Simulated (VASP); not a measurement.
# Be (P6_3/mmc) in VASP: notebook

The runs below take Be through single point, relaxation of volume and atoms at fixed shape, with PBEsol.

All numbers are computed with VASP 6.6.1; they aren't measurements. Logs are shortened: lines on timing, memory, paths and dates and some standing lists are left out, and cuts for length are marked.

### 1 The cell of the first run

It takes space group P6_3/mmc (No. 194, hexagonal). Conventional cell: a = 2.260 Å, b = 2.260 Å, c = 3.544 Å, α = 90.00°, β = 90.00°, γ = 120.00°. Within 2.9 Å of Be (site symmetry -6m2) lie 12 Be at 2.20 to 2.26 Å.

### 2 Single point, PBEsol

The input, INCAR:

```
SYSTEM = Be
  PREC = Accurate
  ENCUT = 520
  EDIFF = 1E-6
  ISMEAR = 0
  SIGMA = 0.1
  LREAL = .False.
  LASPH = .True.
  NELM = 80
  ALGO = Normal
  ISIF = 2
  LWAVE = .False.
  LCHARG = .False.
  GGA = PS
  NBANDS = 9
```

The input, KPOINTS:

```
Automatic mesh
0
Gamma
  11 11 6
  0 0 0
```

The input, POSCAR:

```
Be
1.0
    2.2597937587      0.0000000000      0.0000000000
   -1.1298968793      1.9570388023      0.0000000000
    0.0000000000      0.0000000000      3.5441967312
Be
2
Direct
    0.3333333333      0.6666666667      0.2500000000
    0.6666666667      0.3333333333      0.7500000000
```

Potentials or basis: VASP PAW PBE potentials, release 64 (Be).

On the command line:

```console
$ cat potpaw_PBE.64/Be/POTCAR > POTCAR
$ mpirun -np 1 vasp_std > vasp.out
```

OUTCAR:

```text
SYSTEM = Be
   PREC = Accurate
   ENCUT = 520
   EDIFF = 1E-6
   ISMEAR = 0
   LREAL = .False.
   LASPH = .True.
   NELM = 80
   ISIF = 2
   GGA = PS

 ion  position               nearest neighbor table
   1  0.333  0.667  0.250-   2 2.20   2 2.20   2 2.20   2 2.20   2 2.20   2 2.20
   2  0.667  0.333  0.750-   1 2.20   1 2.20   1 2.20   1 2.20   1 2.20   1 2.20

  LATTYP: Found a hexagonal cell.
 ALAT       =     2.2597937587
 C/A-ratio  =     1.5683717674

  Lattice vectors:

 A1 = (   2.2597937587,   0.0000000000,   0.0000000000)
 A2 = (  -1.1298968793,   1.9570388023,   0.0000000000)
 A3 = (   0.0000000000,   0.0000000000,   3.5441967312)

Analysis of symmetry for initial positions (statically):
=====================================================================
 Subroutine PRICEL returns:
 Original cell was already a primitive cell.

 Routine SETGRP: Setting up the symmetry group for a
 hexagonal supercell.

 Subroutine GETGRP returns: Found 24 space group operations
 (whereof 12 operations were pure point group operations)
 out of a pool of 24 trial point group operations.

The static configuration has the point symmetry D_3d.
 The point group associated with its full space group is D_6h.

Analysis of symmetry for dynamics (positions and initial velocities):
=====================================================================
 Subroutine PRICEL returns:
 Original cell was already a primitive cell.

 Routine SETGRP: Setting up the symmetry group for a
 hexagonal supercell.

 Subroutine GETGRP returns: Found 24 space group operations
 (whereof 12 operations were pure point group operations)
 out of a pool of 24 trial point group operations.

The dynamic configuration has the point symmetry D_3d.
 The point group associated with its full space group is D_6h.

 Subroutine INISYM returns: Found 24 space group operations
 (whereof 12 operations are pure point group operations),
 and found     1 'primitive' translations

----------------------------------------------------------------------------------------

                                     Primitive cell

  volume of cell :      15.6742

  direct lattice vectors                    reciprocal lattice vectors
     2.259793759  0.000000000  0.000000000     0.442518259  0.255488036  0.000000000
    -1.129896879  1.957038802  0.000000000     0.000000000  0.510976072  0.000000000
     0.000000000  0.000000000  3.544196731     0.000000000  0.000000000  0.282151380

[... 88 lines left out ...]
   NFREE  =      0    steps in history (QN), initial steepest desc. (CG)
   ISIF   =      2    stress and relaxation
   ISYM   =      2    0-nonsym 1-usesym 2-fastsym
   POTIM  = 0.5000    time-step for ionic-motion
   TEBEG  =    0.0;   TEEND  =   0.0 temperature during run
   PSTRESS=    0.0 pullay stress
   NELECT =       4.0000    total number of electrons
   NUPDOWN=      -1.0000    fix difference up-down
   EMIN   =  10.00;   EMAX   =-10.00  energy-range for DOS
   EFERMI =   0.00;   METHOD = LEGACY
   ISMEAR =     0;   SIGMA  =   0.10  broadening in eV -4-tet -1-fermi 0-gaus
   EFERMI_NEDOS =   21; number of points for ismear=-14 and -15
   IALGO  =     38    algorithm
   IMIX   =      4    mixing-type and parameters
     AMIX     =   0.40;   BMIX     =  1.00
     AMIX_MAG =   1.60;   BMIX_MAG =  1.00
  volume/ion in A,a.u.               =       7.84        52.89
  Fermi-wavevector in a.u.,A,eV,Ry     =   1.038403  1.962298 14.670915  1.078282
  Thomas-Fermi vector in A             =   2.172886
   LORBIT       =      0    0 simple, 1 ext, 2 COOP (PROOUT), +10 PAW based schemes
   GGA     = PS    functional components
   LHFCALC =     F    Hartree Fock is set to
   AEXX    =    0.0000 exact exchange contribution
   IVDW    =     0    specifies the selected vdW correction
   LEPSILON=     F    determine dielectric tensor
   LRPA    =     F    only Hartree local field effects (RPA)
 non-spin polarized calculation
 Gauss-broadening in eV      SIGMA  =   0.10
  energy-cutoff  :      520.00
  volume of cell :       15.67
 maximum number of plane-waves:       446
 NGX is ok and might be reduce to    18
   NGX =  9   NGY =  9   NGZ = 13

 number of electron       4.0000000 magnetization

 Free energy of the ion-electron system (eV)
  ---------------------------------------------------
  ext. energy  EPLUGINS =         0.00000000
  ---------------------------------------------------
  free energy    TOTEN  =        -7.97948296 eV

  energy without entropy =       -7.97762652  energy(sigma->0) =       -7.97855474

 E-fermi :   7.3853     XC(G=0): -10.6368

 val. band max:        7.2949600770   @ k =   0.3636   0.2727   0.3333
 cond. band min:       7.3952230030   @ k =   0.3636   0.2727   0.1667
 fundamental gap:      0.1002629260
 Fermi energy:         7.3852785596

 k-point     1 :       0.0000    0.0000    0.0000
  band No.  band energies     occupation
      1      -4.3044      2.00000
      2       2.6344      2.00000
      3       8.3102      0.00000
      4      23.1101      0.00000
      5      23.1101      0.00000
      6      25.9952      0.00000
      7      25.9952      0.00000
      8      28.2532      0.00000
      9      34.2769      0.00000
[... 265 lines left out ...]
 k-point    24 :       0.1818    0.0909    0.1667
  band No.  band energies     occupation
      1      -2.3977      2.00000
      2       3.3215      2.00000
      3      10.5474      0.00000
      4      15.9770      0.00000
      5      18.0618      0.00000
      6      22.2752      0.00000
      7      24.0777      0.00000
      8      25.2282      0.00000
      9      29.3447      0.00000

 [... further k-points ...]

------------------------ aborting loop because EDIFF is reached ----------------------------------------

  FORCE on cell =-STRESS in cart. coord.  units (eV):
  Direction    XX          YY          ZZ          XY          YZ          ZX
  --------------------------------------------------------------------------------------
  -------------------------------------------------------------------------------------
  Total       -0.0257407     -0.0257407      0.1612321     -0.0000000      0.0000000     -0.0000000
  in kB       -2.6311504     -2.6311504     16.4807098     -0.0000000      0.0000000     -0.0000000
  external PRESSURE =       3.7394697 kB  Pullay stress =       0.0000000 kB

 VOLUME and BASIS-vectors are now :
 -----------------------------------------------------------------------------
  energy-cutoff  :      520.00
  volume of cell :       15.67
      direct lattice vectors                 reciprocal lattice vectors
     2.259793759  0.000000000  0.000000000     0.442518259  0.255488036  0.000000000
    -1.129896879  1.957038802  0.000000000     0.000000000  0.510976072  0.000000000
     0.000000000  0.000000000  3.544196731     0.000000000  0.000000000  0.282151380

 POSITION                                       TOTAL-FORCE (eV/Angst)
 -----------------------------------------------------------------------------------
     -0.00000      1.30469      0.88605        -0.000000      0.000000      0.000000
      1.12990      0.65235      2.65815         0.000000     -0.000000      0.000000
 -----------------------------------------------------------------------------------
    total drift:                                0.000000     -0.000000      0.000000

  FREE ENERGIE OF THE ION-ELECTRON SYSTEM (eV)
  ---------------------------------------------------
  free  energy   TOTEN  =        -7.9794829633 eV

  energy  without entropy=       -7.9776265234  energy(sigma->0) =       -7.97855474
```

stdout:

```text
POSCAR found type information on POSCAR Be
 POSCAR found :  1 types and       2 ions
 scaLAPACK will be used
 -----------------------------------------------------------------------------
|                                                                             |
|                                                                             |
|     You enforced a specific xc type in the INCAR file but a different       |
|     I HOPE YOU KNOW WHAT YOU ARE DOING!                                     |
|                                                                             |
 -----------------------------------------------------------------------------

 LDA part: xc-table for (Slater+PW92), standard interpolation
 POSCAR, INCAR and KPOINTS ok, starting setup
 FFT: planning ... GRIDC
 FFT: planning ... GRID_SOFT
 FFT: planning ... GRID
 WAVECAR not read
 entering main loop
```

Wall time 5.2 s (1 thread of Intel Xeon Platinum 8259CL at 2.50GHz (Skylake/Cascade Lake), shared host); peak memory 0.12 GiB.

What came out:

| Property | Result |
| --- | --- |
| Free energy | -7.9795 eV |
| Pressure | 0.4 GPa |
| Band gap on the k mesh | zero (band 2 reaches 7.70 eV, above the bottom of band 3 at 7.29 eV) |

Stress tensor (GPa, compression positive):
```
-0.26  0.00  0.00
 0.00 -0.26  0.00
 0.00  0.00  1.65
```

Caveat: the PAW data sets were made with another functional, which shifts forces and pressure a little.

### 3 Relaxation of volume and atoms at fixed shape, PBEsol

This run uses another cell than the first one, of 8.11 Å³/atom, 1.034 times its volume.

The input, INCAR:

```
ALGO     = Normal         # electronic algorithm
EDIFF    = 1E-6           # SCF threshold, eV
EDIFFG   = -0.03          # ionic threshold
ENCUT    = 600            # plane-wave cutoff, eV
GGA      = PS             # functional
IBRION   = 2              # ionic algorithm
ISIF     = 8              # what is computed and relaxed
ISMEAR   = 0              # smearing method
LASPH    = True           # aspherical terms in the spheres
LCHARG   = False          # write CHGCAR
LREAL    = False          # projectors in reciprocal space
LWAVE    = False          # write WAVECAR
NELM     = 100            # most SCF steps
NSW      = 60             # ionic steps
PREC     = Accurate       # precision mode
SIGMA    = 0.1            # smearing width, eV
```

The input, KPOINTS:

```
k-points
0
Gamma
  11 11 6
```

The input, POSCAR:

```
Be
1.0
    2.2853000000      0.0000000000      0.0000000000
   -1.1426500000      1.9791278553      0.0000000000
    0.0000000000      0.0000000000      3.5842000000
Be
2
Direct
    0.3333333333      0.6666666667      0.2500000000
    0.6666666667      0.3333333333      0.7500000000
```

Potentials or basis: VASP PAW PBE potentials, release 64 (Be).

On the command line:

```console
$ cat potpaw_PBE.64/Be/POTCAR > POTCAR
$ mpirun -np 1 vasp_std > vasp.out
```

It took 6.3 s on 1 thread of Intel Xeon Platinum 8259CL at 2.50GHz (Skylake/Cascade Lake), shared host; peak memory 0.12 GiB.

Results (log left out):

| Quantity | Value |
| --- | --- |
| Free energy | -7.9795 eV |
| Relaxed volume | 7.89 Å³/atom |
| Relaxed cell | a = 2.265 Å, b = 2.265 Å, c = 3.553 Å, α = 90.00°, β = 90.00°, γ = 120.00° |
| Space group after relaxing (to 0.05 Å) | P6_3/mmc (No. 194) |
| Energy gained by relaxing | 2.8 meV/atom |
| Ionic steps | 2 |
| Pressure after relaxing | -0.5 GPa |
| Band gap on the k mesh | zero (band 2 reaches 7.65 eV, above the bottom of band 3 at 7.24 eV) |

Stress tensor (GPa, compression positive):
```
-1.10  0.00  0.00
 0.00 -1.10  0.00
 0.00  0.00  0.68
```

The path:
```csv
step,energy change (eV),largest force (eV/Å),pressure (GPa),volume (Å³)
1,0.0000,0.0000,-3.62,16.21
2,-0.0056,0.0000,-0.51,15.79
```

Final structure:
```xyz
2
Lattice="2.2651 0.0000 0.0000 -1.1326 1.9617 0.0000 0.0000 0.0000 3.5526" Properties=species:S:1:pos:R:3 pbc="T T T"
Be    0.0000    1.3078    0.8881
Be    1.1326    0.6539    2.6644
```

Levels at points of the mesh, in eV from the Fermi level:
| k point | band 1 | band 2 | band 3 | band 4 | band 5 |
| --- | --- | --- | --- | --- | --- |
| (0.00, 0.00, 0.00) | -11.65 | -4.73 | 0.90 | 15.64 | 15.64 |
| (0.00, 0.00, 0.50) | -9.48 | -9.48 | 10.54 | 10.54 | 17.31 |

Caveat: the PAW data sets were made with another functional, which shifts forces and pressure a little.
